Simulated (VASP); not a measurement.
# HfH4 in VASP: notebook

Aim: see how the results for HfH4 move with the level of theory and the settings. Levels: PBE, LDA, PBEsol. Tasks: single point.

All numbers are computed with VASP 6.6.1; they aren't measurements. Logs are shortened: lines on timing, memory, paths and dates and some standing lists are left out, and cuts for length are marked.

## (1) The cell of the first run

The cell holds a sheet with vacuum, 5 atoms: a = 6.586 Å, b = 6.586 Å, c = 28.059 Å, α = 90.00°, β = 90.00°, γ = 90.00°.

## (2) Single point, PBE

The input, INCAR:

```
SYSTEM = HfH4
PREC     = Accurate       ! precision mode
ENCUT    = 520            ! plane-wave cutoff, eV
EDIFF    = 1E-7           ! SCF threshold, eV
ISMEAR   = -1             ! smearing method
SIGMA    = 0.05           ! smearing width, eV
LREAL    = .False.        ! projectors in reciprocal space
LASPH    = .True.         ! aspherical terms in the spheres
NELM     = 60             ! most SCF steps
ALGO     = Normal         ! electronic algorithm
ISIF     = 2              ! what is computed and relaxed
LWAVE    = .False.        ! write WAVECAR
LCHARG   = .True.         ! write CHGCAR
GGA      = PE             ! functional
LELF     = .True.         ! ELF
LVHAR    = .True.       
NBANDS   = 15             ! bands
```

The input, KPOINTS:

```
Automatic mesh
0
Gamma
  4 4 1
  0 0 0
```

The input, POSCAR:

```
HfH4
1.0
    6.5863200000      0.0000000000      0.0000000000
    0.0000000000      6.5863200000      0.0000000000
    0.0000000000      0.0000000000     28.0592400000
Hf H
1 4
Direct
    0.5000000000      0.5000000000      0.2851100000
    0.2724200000      0.5000000000      0.3228700000
    0.7275800000      0.5000000000      0.3228700000
    0.5000000000      0.7275800000      0.2473500000
    0.5000000000      0.2724200000      0.2473500000
```

Potentials or basis: VASP PAW PBE potentials, release 64 (Hf_pv, H).

Command:

```
$ cat potpaw_PBE.64/Hf_pv/POTCAR potpaw_PBE.64/H/POTCAR > POTCAR
$ mpirun -np 1 vasp_std > vasp.out
```

OUTCAR:

```text
SYSTEM = HfH4
   PREC = Accurate
   ENCUT = 520
   EDIFF = 1E-7
   ISMEAR = -1
   LREAL = .False.
   LASPH = .True.
   NELM = 60
   ISIF = 2
   GGA = PE

 ion  position               nearest neighbor table
   1  0.500  0.500  0.285-   2 1.84   3 1.84   4 1.84   5 1.84
   2  0.272  0.500  0.323-   1 1.84
   3  0.728  0.500  0.323-   1 1.84
   4  0.500  0.728  0.247-   1 1.84
   5  0.500  0.272  0.247-   1 1.84

  LATTYP: Found a simple tetragonal cell.
 ALAT       =     6.5863200000
 C/A-ratio  =     4.2602302955

  Lattice vectors:

 A1 = (   6.5863200000,   0.0000000000,   0.0000000000)
 A2 = (   0.0000000000,   6.5863200000,   0.0000000000)
 A3 = (   0.0000000000,   0.0000000000,  28.0592400000)

Analysis of symmetry for initial positions (statically):
=====================================================================
 Subroutine PRICEL returns:
 Original cell was already a primitive cell.

 Routine SETGRP: Setting up the symmetry group for a
 simple tetragonal supercell.

 Subroutine GETGRP returns: Found  8 space group operations
 (whereof  4 operations were pure point group operations)
 out of a pool of 16 trial point group operations.

The static configuration has the point symmetry C_2v.
 The point group associated with its full space group is D_2d.

Analysis of symmetry for dynamics (positions and initial velocities):
=====================================================================
 Subroutine PRICEL returns:
 Original cell was already a primitive cell.

 Routine SETGRP: Setting up the symmetry group for a
 simple tetragonal supercell.

 Subroutine GETGRP returns: Found  8 space group operations
 (whereof  4 operations were pure point group operations)
 out of a pool of 16 trial point group operations.

The dynamic configuration has the point symmetry C_2v.
 The point group associated with its full space group is D_2d.

 Subroutine INISYM returns: Found  8 space group operations
 (whereof  4 operations are pure point group operations),
 and found     1 'primitive' translations

----------------------------------------------------------------------------------------

                                     Primitive cell

  volume of cell :    1217.1989

  direct lattice vectors                    reciprocal lattice vectors
     6.586320000  0.000000000  0.000000000     0.151829853  0.000000000  0.000000000
     0.000000000  6.586320000  0.000000000     0.000000000  0.151829853  0.000000000
[... 81 lines left out ...]
   TEBEG  =    0.0;   TEEND  =   0.0 temperature during run
   PSTRESS=    0.0 pullay stress
   NELECT =      14.0000    total number of electrons
   NUPDOWN=      -1.0000    fix difference up-down
   EMIN   =  10.00;   EMAX   =-10.00  energy-range for DOS
   EFERMI =   0.00;   METHOD = LEGACY
   ISMEAR =    -1;   SIGMA  =   0.05  broadening in eV -4-tet -1-fermi 0-gaus
   EFERMI_NEDOS =   21; number of points for ismear=-14 and -15
   IALGO  =     38    algorithm
   IMIX   =      4    mixing-type and parameters
     AMIX     =   0.40;   BMIX     =  1.00
     AMIX_MAG =   1.60;   BMIX_MAG =  1.00
  volume/ion in A,a.u.               =     243.44      1642.81
  Fermi-wavevector in a.u.,A,eV,Ry     =   0.369542  0.698333  1.858028  0.136561
  Thomas-Fermi vector in A             =   1.296241
   LORBIT       =      0    0 simple, 1 ext, 2 COOP (PROOUT), +10 PAW based schemes
   GGA     = PE    functional components
[... 5 lines left out ...]
 non-spin polarized calculation
  energy-cutoff  :      520.00
  volume of cell :     1217.20
 maximum number of plane-waves:     32841
 NGX is ok and might be reduce to    50
   NGX = 25   NGY = 25   NGZ =105

 number of electron      13.9999996 magnetization

 Free energy of the ion-electron system (eV)
  ---------------------------------------------------
  ext. energy  EPLUGINS =         0.00000000
  ---------------------------------------------------
  free energy    TOTEN  =       -20.61638657 eV

  energy without entropy =      -20.61638657  energy(sigma->0) =      -20.61638657

 E-fermi :  -5.5179     XC(G=0):  -0.8535

 val. band max:       -6.7902208573   @ k =   0.5000   0.5000   0.0000
 cond. band min:      -2.9067917517   @ k =   0.5000   0.5000   0.0000
 fundamental gap:      3.8834291056
 Fermi energy:        -5.5178623644

 k-point     1 :       0.0000    0.0000    0.0000
  band No.  band energies     occupation
      1     -35.8300      2.00000
      2     -35.8300      2.00000
      3     -35.8298      2.00000
      4      -8.4076      2.00000
      5      -6.9527      2.00000
      6      -6.7959      2.00000
      7      -6.7959      2.00000
      8      -2.8795      0.00000
      9      -2.7807      0.00000
     10      -2.1087      0.00000
     11      -1.6377      0.00000
     12      -1.6377      0.00000
     13      -0.1533      0.00000
     14       0.3417      0.00000
[... 77 lines left out ...]
      2     -35.8300      2.00000
      3     -35.8298      2.00000
      4      -8.2597      2.00000
      5      -6.9462      2.00000
      6      -6.9462      2.00000
      7      -6.7902      2.00000
      8      -2.9068      0.00000
      9      -2.7899      0.00000
     10      -2.1604      0.00000
     11      -2.1604      0.00000
     12      -1.7976      0.00000
     13       0.8647      0.00000
     14       1.3472      0.00000
     15       1.3473      0.00000

------------------------ aborting loop because EDIFF is reached ----------------------------------------

  FORCE on cell =-STRESS in cart. coord.  units (eV):
  Direction    XX          YY          ZZ          XY          YZ          ZX
  --------------------------------------------------------------------------------------
  -------------------------------------------------------------------------------------
  Total       -0.0575510     -0.0575510     -0.0941249      0.0000000      0.0000000      0.0000000
  in kB       -0.0757534     -0.0757534     -0.1238949      0.0000000      0.0000000      0.0000000
  external PRESSURE =      -0.0918006 kB  Pullay stress =       0.0000000 kB

 VOLUME and BASIS-vectors are now :
 -----------------------------------------------------------------------------
  energy-cutoff  :      520.00
  volume of cell :     1217.20
      direct lattice vectors                 reciprocal lattice vectors
     6.586320000  0.000000000  0.000000000     0.151829853  0.000000000  0.000000000
     0.000000000  6.586320000  0.000000000     0.000000000  0.151829853  0.000000000
     0.000000000  0.000000000 28.059240000     0.000000000  0.000000000  0.035638884

 POSITION                                       TOTAL-FORCE (eV/Angst)
 -----------------------------------------------------------------------------------
      3.29316      3.29316      7.99997        -0.000000      0.000000      0.000000
      1.79425      3.29316      9.05949         0.010607      0.000000     -0.010727
      4.79207      3.29316      9.05949        -0.010607      0.000000     -0.010727
      3.29316      4.79207      6.94045        -0.000000     -0.010607      0.010727
      3.29316      1.79425      6.94045        -0.000000      0.010607      0.010727
 -----------------------------------------------------------------------------------
    total drift:                               -0.000000     -0.000000      0.000009

  FREE ENERGIE OF THE ION-ELECTRON SYSTEM (eV)
  ---------------------------------------------------
  free  energy   TOTEN  =       -20.6163865733 eV

  energy  without entropy=      -20.6163865733  energy(sigma->0) =      -20.61638657
```

stdout:

```text
POSCAR found type information on POSCAR HfH
 POSCAR found :  2 types and       5 ions
 scaLAPACK will be used
 LDA part: xc-table for (Slater+PW92), standard interpolation
 POSCAR, INCAR and KPOINTS ok, starting setup
 FFT: planning ... GRIDC
 FFT: planning ... GRID_SOFT
 FFT: planning ... GRID
 WAVECAR not read
 entering main loop
```

It took 3.1 min on 1 thread of Intel Xeon Platinum 8559C (Emerald Rapids), shared host; peak memory 0.95 GiB.

What came out:

| Item | Value |
| --- | --- |
| Free energy | -20.6164 eV |
| Largest force | 0.015 eV/Å |
| Band gap on the k mesh | 3.88 eV, direct |

Forces on the atoms (eV/Å):
```
Hf   0.000  0.000  0.000
H    0.011  0.000 -0.011
H   -0.011  0.000 -0.011
H    0.000 -0.011  0.011
H    0.000  0.011  0.011
```

Levels at points of the mesh, in eV from the valence-band top:
```
           k point  band 5  band 6  band 7  band 8  band 9  band 10
(0.00, 0.00, 0.00)   -0.16   -0.01   -0.01    3.91    4.01     4.68
(0.50, 0.00, 0.00)   -0.16   -0.08    0.00    3.96    3.96     4.50
(0.50, 0.50, 0.00)   -0.16   -0.16    0.00    3.88    4.00     4.63
```

Caveat: spin-orbit coupling is left out, which moves the levels of the heavy elements.

## (3) Single point, LDA

The input, INCAR:

```
  PREC = Accurate
  ENCUT = 520
  EDIFF = 1E-6
  ISMEAR = -1
  SIGMA = 0.05
  LREAL = F
  LASPH = T
  NELM = 80
  ALGO = Normal
  ISIF = 2
  LWAVE = F
  LCHARG = T
  LELF = T
  LVHAR = T
  NBANDS = 15
```

The input, KPOINTS:

```
regular mesh
0
Gamma
  4 4 1
```

POSCAR is that of step 2.

Potentials or basis: VASP PAW LDA potentials, release 64 (Hf_pv, H).

Command:

```
$ cat potpaw_LDA.64/Hf_pv/POTCAR potpaw_LDA.64/H/POTCAR > POTCAR
$ mpirun -np 1 vasp_std > vasp.out
```

Wall time 2.6 min (1 thread of Intel Xeon Platinum 8559C (Emerald Rapids), shared host); peak memory 0.7 GiB.

The run converged. Its results:

| Quantity | Value |
| --- | --- |
| Free energy | -20.6529 eV |
| Largest force | 0.115 eV/Å |
| Band gap on the k mesh | 3.54 eV, direct |

Forces in eV/Å, atoms in the order of the input:
```
Hf   0.000  0.000  0.000
H    0.088  0.000 -0.073
H   -0.088  0.000 -0.073
H    0.000 -0.088  0.073
H    0.000  0.088  0.073
```

Levels at points of the mesh, in eV from the valence-band top:
```tsv
k point	band 4	band 5	band 6	band 7	band 8	band 9	band 10	band 11
(0.00, 0.00, 0.00)	-1.73	-0.17	-0.01	-0.01	3.56	3.66	4.45	4.88
(0.50, 0.00, 0.00)	-1.65	-0.17	-0.08	0.00	3.61	3.61	4.26	4.60
(0.50, 0.50, 0.00)	-1.58	-0.16	-0.16	0.00	3.54	3.65	4.37	4.37
```

Caveat: spin-orbit coupling is left out, which moves the levels of the heavy elements.

## (4) Single point, PBEsol

The input, INCAR:

```
SYSTEM = HfH4
PREC = Accurate
ENCUT = 520
EDIFF = 1E-6
ISMEAR = -1
SIGMA = 0.05
LREAL = .FALSE.
LASPH = .TRUE.
NELM = 100
ALGO = Normal
ISIF = 2
LWAVE = .FALSE.
LCHARG = .FALSE.
GGA = PS
NBANDS = 15
```

The input, KPOINTS:

```
regular mesh
0
G
  4 4 1
  0 0 0
```

POSCAR is that of step 3.

Potentials or basis: VASP PAW PBE potentials, release 64 (Hf_pv, H).

Command:

```
$ cat potpaw_PBE.64/Hf_pv/POTCAR potpaw_PBE.64/H/POTCAR > POTCAR
$ mpirun -np 1 vasp_std > vasp.out
```

Run time: 2.9 min. Hardware: 1 thread of Intel Xeon Platinum 8559C (Emerald Rapids), shared host; peak memory 0.98 GiB.

Results (log left out):

| Property | Result |
| --- | --- |
| Free energy | -20.2314 eV |
| Largest force | 0.065 eV/Å |
| Band gap on the k mesh | 3.75 eV, direct |

Forces in eV/Å, atoms in the order of the input:
```
Hf   0.000  0.000  0.000
H    0.051  0.000 -0.040
H   -0.051  0.000 -0.040
H    0.000 -0.051  0.040
H    0.000  0.051  0.040
```

Levels at points of the mesh, in eV from the valence-band top:
| k point | band 4 | band 5 | band 6 | band 7 | band 8 | band 9 | band 10 | band 11 |
| --- | --- | --- | --- | --- | --- | --- | --- | --- |
| (0.00, 0.00, 0.00) | -1.66 | -0.16 | -0.01 | -0.01 | 3.77 | 3.87 | 4.62 | 5.07 |
| (0.50, 0.00, 0.00) | -1.59 | -0.16 | -0.08 | 0.00 | 3.82 | 3.82 | 4.45 | 4.78 |
| (0.50, 0.50, 0.00) | -1.52 | -0.16 | -0.16 | 0.00 | 3.75 | 3.86 | 4.57 | 4.57 |

Caveat: the PAW data sets were made with another functional, which shifts forces and pressure a little; spin-orbit coupling is left out, which moves the levels of the heavy elements.

## (5) The runs side by side

```tsv
level	potentials or basis	gap on the mesh (eV)	largest force (eV/Å)
PBE	VASP PAW PBE potentials, release 64 (Hf_pv, H)	3.88	0.02
LDA	VASP PAW LDA potentials, release 64 (Hf_pv, H)	3.54	0.11
PBEsol	VASP PAW PBE potentials, release 64 (Hf_pv, H)	3.75	0.07
```

Alike in all rows: task single point; no spin polarisation; cell as given; k mesh 4 × 4 × 1; cutoff (eV) 520; smearing fermi-dirac 0.05 eV.

Caveats: spin-orbit coupling is left out, which moves the levels of the heavy elements; the PAW data sets were made with another functional, which shifts forces and pressure a little (some runs).

Absolute energies hang on the potentials; compare differences alone.
